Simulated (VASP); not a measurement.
# Ge (P6_3/mmc) in VASP: single point with r2SCAN

Aim: the single point of Ge with r2SCAN.

Program: VASP 6.6.1. These are calculated values, not measurements. Logs are shortened: lines on timing, memory, paths and dates and some standing lists are left out, and cuts for length are marked.

**1. The cell of the first run**

Symmetry: P6_3/mmc, No. 194, hexagonal system. Conventional cell: a = 4.003 Å, b = 4.003 Å, c = 13.157 Å, α = 90.00°, β = 90.00°, γ = 120.00°. Ge (site symmetry 3m) has 4 Ge at 2.45 Å within 3.2 Å. Ge (site symmetry 3m) has 4 Ge at 2.45 to 2.47 Å within 3.2 Å.

**2. Single point, r2SCAN**

File POSCAR:

```
Ge
1.0
    4.0031158800      0.0000000000      0.0000000000
   -2.0015579400      3.4668000500      0.0000000000
    0.0000000000      0.0000000000     13.1567068600
Ge
8
Direct
    0.0000000000      0.0000000000      0.4068511600
    0.0000000000      0.0000000000      0.5931488400
    0.0000000000      0.0000000000      0.9068511600
    0.0000000000      0.0000000000      0.0931488400
    0.3333333300      0.6666666700      0.3440584300
    0.6666666700      0.3333333300      0.6559415700
    0.6666666700      0.3333333300      0.8440584300
    0.3333333300      0.6666666700      0.1559415700
```

File INCAR.step1:

```
PREC = Accurate
ENCUT = 520
ISMEAR = 0
SIGMA = 0.1
LREAL = False
LASPH = True
NELM = 80
NBANDS = 66
GGA = PE
ALGO = Normal
EDIFF = 1E-4
LWAVE = True
LCHARG = False
```

File INCAR.step2:

```
PREC = Accurate
ENCUT = 520
EDIFF = 1E-7
ISMEAR = 0
SIGMA = 0.1
LREAL = False
LASPH = True
NELM = 80
ALGO = Normal
ISIF = 2
LWAVE = False
LCHARG = False
METAGGA = R2SCAN
LMIXTAU = True
NBANDS = 66
ISTART = 1
```

File KPOINTS:

```
regular mesh
0
Gamma
  6 6 2
```

Potentials or basis: VASP PAW PBE potentials, release 64 (Ge_d).

Run with:

```console
$ cat potpaw_PBE.64/Ge_d/POTCAR > POTCAR
$ cp INCAR.step1 INCAR
$ mpirun -np 1 vasp_std > vasp.out
$ cp INCAR.step2 INCAR
$ mpirun -np 1 vasp_std > vasp.out
```

OUTCAR:

```text
PREC = Accurate
   ENCUT = 520
   EDIFF = 1E-7
   ISMEAR = 0
   LREAL = False
   LASPH = True
   NELM = 80
   ISIF = 2
   METAGGA = R2SCAN
   ISTART = 1

 ion  position               nearest neighbor table
   1  0.000  0.000  0.407-   2 2.45   5 2.45   5 2.45   5 2.45
   2  0.000  0.000  0.593-   1 2.45   6 2.45   6 2.45   6 2.45
   3  0.000  0.000  0.907-   4 2.45   7 2.45   7 2.45   7 2.45
   4  0.000  0.000  0.093-   3 2.45   8 2.45   8 2.45   8 2.45
   5  0.333  0.667  0.344-   1 2.45   1 2.45   1 2.45   8 2.47
   6  0.667  0.333  0.656-   2 2.45   2 2.45   2 2.45   7 2.47
   7  0.667  0.333  0.844-   3 2.45   3 2.45   3 2.45   6 2.47
   8  0.333  0.667  0.156-   4 2.45   4 2.45   4 2.45   5 2.47

  LATTYP: Found a hexagonal cell.
 ALAT       =     4.0031158800
 C/A-ratio  =     3.2866165393

  Lattice vectors:

 A1 = (   4.0031158800,   0.0000000000,   0.0000000000)
 A2 = (  -2.0015579400,   3.4668000500,   0.0000000000)
 A3 = (   0.0000000000,   0.0000000000,  13.1567068600)

Analysis of symmetry for initial positions (statically):
=====================================================================
 Subroutine PRICEL returns:
 Original cell was already a primitive cell.

 Routine SETGRP: Setting up the symmetry group for a
 hexagonal supercell.

 Subroutine GETGRP returns: Found 24 space group operations
 (whereof 12 operations were pure point group operations)
 out of a pool of 24 trial point group operations.

The static configuration has the point symmetry D_3d.
 The point group associated with its full space group is D_6h.

Analysis of symmetry for dynamics (positions and initial velocities):
=====================================================================
 Subroutine PRICEL returns:
 Original cell was already a primitive cell.

 Routine SETGRP: Setting up the symmetry group for a
 hexagonal supercell.

 Subroutine GETGRP returns: Found 24 space group operations
 (whereof 12 operations were pure point group operations)
 out of a pool of 24 trial point group operations.

The dynamic configuration has the point symmetry D_3d.
 The point group associated with its full space group is D_6h.

 Subroutine INISYM returns: Found 24 space group operations
 (whereof 12 operations are pure point group operations),
 and found     1 'primitive' translations

----------------------------------------------------------------------------------------

                                     Primitive cell

  volume of cell :     182.5888

  direct lattice vectors                    reciprocal lattice vectors
     4.003115880  0.000000000  0.000000000     0.249805409  0.144225220  0.000000000
    -2.001557940  3.466800050  0.000000000     0.000000000  0.288450440  0.000000000
     0.000000000  0.000000000 13.156706860     0.000000000  0.000000000  0.076006862

  length of vectors
     4.003115880  4.003115883 13.156706860     0.288450440  0.288450440  0.076006862

  position of ions in fractional coordinates (direct lattice)
     0.000000000  0.000000000  0.406851160
     0.000000000  0.000000000  0.593148840
     0.000000000  0.000000000  0.906851160
     0.000000000  0.000000000  0.093148840
     0.333333330  0.666666670  0.344058430
     0.666666670  0.333333330  0.655941570
     0.666666670  0.333333330  0.844058430
     0.333333330  0.666666670  0.155941570

  ion indices of the primitive-cell ions
   primitive index   ion index
                 1           1
                 2           2
                 3           3
                 4           4
                 5           5
                 6           6
                 7           7
                 8           8

----------------------------------------------------------------------------------------

 KPOINTS: regular mesh

Automatic generation of k-mesh.
 Grid dimensions read from file:
 generate k-points for:    6    6    2

 Generating k-lattice:

  Cartesian coordinates                     Fractional coordinates (reciprocal lattice)
     0.041634235  0.024037537  0.000000000     0.166666667  0.000000000  0.000000000
     0.000000000  0.048075073  0.000000000     0.000000000  0.166666667  0.000000000
     0.000000000  0.000000000  0.038003431     0.000000000  0.000000000  0.500000000

  Length of vectors
     0.048075073  0.048075073  0.038003431

  Shift w.r.t. Gamma in fractional coordinates (k-lattice)
     0.000000000  0.000000000  0.000000000

 Subroutine IBZKPT returns following result:
 ===========================================

 Found     14 irreducible k-points:

 Following reciprocal coordinates:
            Coordinates               Weight
  0.000000  0.000000  0.000000      1.000000
  0.166667 -0.000000  0.000000      6.000000
  0.333333 -0.000000  0.000000      6.000000
  0.500000  0.000000  0.000000      3.000000
  0.166667  0.166667  0.000000      6.000000
  0.333333  0.166667  0.000000     12.000000
  0.333333  0.333333  0.000000      2.000000
  0.000000  0.000000  0.500000      1.000000
  0.166667 -0.000000  0.500000      6.000000
  0.333333 -0.000000  0.500000      6.000000
  0.500000  0.000000  0.500000      3.000000
  0.166667  0.166667  0.500000      6.000000
  0.333333  0.166667  0.500000     12.000000
  0.333333  0.333333  0.500000      2.000000
   k-points           NKPTS =     14   k-points in BZ     NKDIM =     14   number of bands    NBANDS=     66
   number of dos      NEDOS =    301   number of ions     NIONS =      8
   total plane-waves  NPLWV =  88200
   dimension x,y,z NGX =    30 NGY =   30 NGZ =   98
   dimension x,y,z NGXF=    60 NGYF=   60 NGZF=  196
   ions per type =               8
   NGX,Y,Z   is equivalent  to a cutoff of  12.46, 12.46, 12.38 a.u.
   NGXF,Y,Z  is equivalent  to a cutoff of  24.92, 24.92, 24.77 a.u.
 SYSTEM =  unknown system
   PREC   = accura    normal or accurate (medium, high low for compatibility)
   ISTART =      1    job   : 0-new  1-cont  2-samecut
   ICHARG =      0    charge: 1-file 2-atom 10-const
   ISPIN  =      1    spin polarized calculation?
   LNONCOLLINEAR =      F non collinear calculations
   LSORBIT =      F    spin-orbit coupling
   LASPH  =      T    aspherical Exc in radial PAW
   ENCUT  =  520.0 eV  38.22 Ry    6.18 a.u.   7.44  7.44 24.46*2*pi/ulx,y,z
   NELM   =     80;   NELMIN=  2; NELMDL=  0     # of ELM steps
   EDIFF  = 0.1E-06   stopping-criterion for ELM
   LREAL  =      F    real-space projection
   EDIFFG = 0.1E-05   stopping-criterion for IOM
   NSW    =      0    number of steps for IOM
   IBRION =     -1    ionic relax: 0-MD 1-quasi-New 2-CG
   NFREE  =      0    steps in history (QN), initial steepest desc. (CG)
   ISIF   =      2    stress and relaxation
   ISYM   =      2    0-nonsym 1-usesym 2-fastsym
   POTIM  = 0.5000    time-step for ionic-motion
   TEBEG  =    0.0;   TEEND  =   0.0 temperature during run
   PSTRESS=    0.0 pullay stress
   NELECT =     112.0000    total number of electrons
   NUPDOWN=      -1.0000    fix difference up-down
   EMIN   =  10.00;   EMAX   =-10.00  energy-range for DOS
   EFERMI =   0.00;   METHOD = LEGACY
   ISMEAR =     0;   SIGMA  =   0.10  broadening in eV -4-tet -1-fermi 0-gaus
   EFERMI_NEDOS =   21; number of points for ismear=-14 and -15
   IALGO  =     38    algorithm
   IMIX   =      4    mixing-type and parameters
     AMIX     =   0.40;   BMIX     =  1.00
     AMIX_MAG =   1.60;   BMIX_MAG =  1.00
  volume/ion in A,a.u.               =      22.82       154.02
  Fermi-wavevector in a.u.,A,eV,Ry     =   1.390986  2.628583 26.325128  1.934842
  Thomas-Fermi vector in A             =   2.514869
   LORBIT       =      0    0 simple, 1 ext, 2 COOP (PROOUT), +10 PAW based schemes
   METAGGA = R2SCAN    functional components
   LHFCALC =     F    Hartree Fock is set to
   AEXX    =    0.0000 exact exchange contribution
   IVDW    =     0    specifies the selected vdW correction
   LEPSILON=     F    determine dielectric tensor
   LRPA    =     F    only Hartree local field effects (RPA)
 non-spin polarized calculation
 Gauss-broadening in eV      SIGMA  =   0.10
  energy-cutoff  :      520.00
  volume of cell :      182.59
 maximum number of plane-waves:      4987
 NGX is ok and might be reduce to    30
   NGX = 15   NGY = 15   NGZ = 49

 number of electron     112.0000142 magnetization

 Free energy of the ion-electron system (eV)
  ---------------------------------------------------
  ext. energy  EPLUGINS =         0.00000000
  ---------------------------------------------------
  free energy    TOTEN  =      -110.83558051 eV

  energy without entropy =     -110.83508033  energy(sigma->0) =     -110.83533042

 E-fermi :   4.9467     XC(G=0): -10.7728

 val. band max:        4.8118214147   @ k =   0.0000   0.0000   0.0000
 cond. band min:       5.0672877676   @ k =   0.0000   0.0000   0.0000
 fundamental gap:      0.2554663529
 Fermi energy:         4.9467086726

 k-point     1 :       0.0000    0.0000    0.0000
  band No.  band energies     occupation
      1     -20.7919      2.00000
      2     -20.7918      2.00000
      3     -20.7826      2.00000
      4     -20.7825      2.00000
      5     -20.7776      2.00000
      6     -20.7776      2.00000
[... 58 lines left out ...]
     65       8.1983      0.00000
     66       8.7444      0.00000

 k-point     2 :       0.1667   -0.0000    0.0000
  band No.  band energies     occupation
      1     -20.8079      2.00000
      2     -20.7971      2.00000
      3     -20.7889      2.00000
      4     -20.7885      2.00000
      5     -20.7870      2.00000
      6     -20.7829      2.00000
[... 58 lines left out ...]
     65       9.0785      0.00000
     66       9.2949      0.00000

 k-point     3 :       0.3333   -0.0000    0.0000
  band No.  band energies     occupation
      1     -20.8174      2.00000
      2     -20.8009      2.00000
      3     -20.7963      2.00000
      4     -20.7935      2.00000
      5     -20.7924      2.00000
      6     -20.7895      2.00000
[... 748 lines left out ...]
     65       9.8097      0.00000
     66       9.8097      0.00000

 k-point    14 :       0.3333    0.3333    0.5000
  band No.  band energies     occupation
      1     -20.8163      2.00000
      2     -20.8163      2.00000
      3     -20.8081      2.00000
      4     -20.8081      2.00000
      5     -20.8074      2.00000
      6     -20.8074      2.00000
[... 58 lines left out ...]
     65      10.7245      0.00000
     66      10.7245      0.00000

------------------------ aborting loop because EDIFF is reached ----------------------------------------

  FORCE on cell =-STRESS in cart. coord.  units (eV):
  Direction    XX          YY          ZZ          XY          YZ          ZX
  --------------------------------------------------------------------------------------
  -------------------------------------------------------------------------------------
  Total        0.1048050      0.1048050     -0.2647097      0.0000000      0.0000000      0.0000000
  in kB        0.9196408      0.9196408     -2.3227701      0.0000000      0.0000000      0.0000000
  external PRESSURE =      -0.1611628 kB  Pullay stress =       0.0000000 kB

 VOLUME and BASIS-vectors are now :
 -----------------------------------------------------------------------------
  energy-cutoff  :      520.00
  volume of cell :      182.59
      direct lattice vectors                 reciprocal lattice vectors
     4.003115880  0.000000000  0.000000000     0.249805409  0.144225220  0.000000000
    -2.001557940  3.466800050  0.000000000     0.000000000  0.288450440  0.000000000
     0.000000000  0.000000000 13.156706860     0.000000000  0.000000000  0.076006862

 POSITION                                       TOTAL-FORCE (eV/Angst)
 -----------------------------------------------------------------------------------
      0.00000      0.00000      5.35282         0.000000     -0.000000     -0.021395
      0.00000      0.00000      7.80389         0.000000      0.000000      0.021395
      0.00000      0.00000     11.93117        -0.000000      0.000000     -0.021395
      0.00000      0.00000      1.22553         0.000000     -0.000000      0.021395
     -0.00000      2.31120      4.52668         0.000000     -0.000000      0.021368
      2.00156      1.15560      8.63003        -0.000000      0.000000     -0.021368
      2.00156      1.15560     11.10503        -0.000000      0.000000      0.021368
     -0.00000      2.31120      2.05168        -0.000000     -0.000000     -0.021368
 -----------------------------------------------------------------------------------
    total drift:                                0.000000      0.000000      0.000000

  FREE ENERGIE OF THE ION-ELECTRON SYSTEM (eV)
  ---------------------------------------------------
  free  energy   TOTEN  =      -110.8355805092 eV

  energy  without entropy=     -110.8350803314  energy(sigma->0) =     -110.83533042
```

Run time: 7 min. Hardware: 1 thread of Intel Xeon 6975P-C (Granite Rapids), shared host; peak memory 0.37 GiB.

Results:

```yaml
Free_energy: -110.8356 eV
Pressure: 0.0 GPa
Largest_force: 0.021 eV/Å
Band_gap_on_the_k_mesh: 0.26 eV, direct
```

Forces on the atoms (eV/Å):
```
Ge   0.000  0.000 -0.021
Ge   0.000  0.000  0.021
Ge   0.000  0.000 -0.021
Ge   0.000  0.000  0.021
Ge   0.000  0.000  0.021
Ge   0.000  0.000 -0.021
Ge   0.000  0.000  0.021
Ge   0.000  0.000 -0.021
```

Levels at points of the mesh, in eV from the valence-band top:
| k point | band 53 | band 54 | band 55 | band 56 | band 57 | band 58 | band 59 | band 60 |
| --- | --- | --- | --- | --- | --- | --- | --- | --- |
| (0.00, 0.00, 0.00) | -0.93 | -0.16 | 0.00 | 0.00 | 0.26 | 0.29 | 0.73 | 1.06 |
| (0.50, 0.00, 0.00) | -2.56 | -2.56 | -1.95 | -1.56 | 0.43 | 0.56 | 0.79 | 1.64 |
| (0.00, 0.00, 0.50) | -0.36 | -0.36 | -0.36 | -0.36 | 0.41 | 0.41 | 1.39 | 1.39 |
| (0.50, 0.00, 0.50) | -2.72 | -2.72 | -1.91 | -1.91 | 0.85 | 0.85 | 1.51 | 1.51 |

Caveat: the PAW data sets were made with another functional, which shifts forces and pressure a little. A k mesh can miss the band edges.
